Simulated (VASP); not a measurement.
A run of VASP 6.6.1:

File INCAR:

```
PREC = Accurate
ENCUT = 520
EDIFF = 1E-8
ISMEAR = -1
SIGMA = 0.05
LREAL = F
LASPH = T
NELM = 150
ALGO = Normal
ISIF = 2
LWAVE = F
LCHARG = F
ISPIN = 2
MAGMOM = 2.5 2.5 0 0 0 0
LORBIT = 11
LMAXMIX = 4
GGA = PS
LEFG = T
NBANDS = 49
```

File KPOINTS:

```
regular mesh
0
Gamma
  9 9 9
```

File POSCAR:

```
FeGe2
1.0
   -2.9595565636      2.9595565636      2.4514030100
    2.9595565636     -2.9595565636      2.4514030100
    2.9595565636      2.9595565636     -2.4514030100
Fe Ge
2 4
Direct
    0.7500000000      0.7500000000      0.0000000000
    0.2500000000      0.2500000000      0.0000000000
    0.1548926100      0.6548926100      0.8097852200
    0.3451073900      0.1548926100      0.5000000000
    0.6548926100      0.8451073900      0.5000000000
    0.8451073900      0.3451073900      0.1902147800
```

Potentials or basis: VASP PAW PBE potentials, release 64 (Fe, Ge_d).

Run with:

```sh
$ cat potpaw_PBE.64/Fe/POTCAR potpaw_PBE.64/Ge_d/POTCAR > POTCAR
$ mpirun -np 1 vasp_std > vasp.out
```

Hardware: 1 thread of Intel(R) Xeon(R) Platinum 8488C (Sapphire Rapids) (shared host).

Estimate the wall time of this run.

It took 12 min on 1 thread of Intel(R) Xeon(R) Platinum 8488C (Sapphire Rapids), with other jobs on the host, peak memory 0.53 GiB. Counts: scf iterations 19, k points 75.
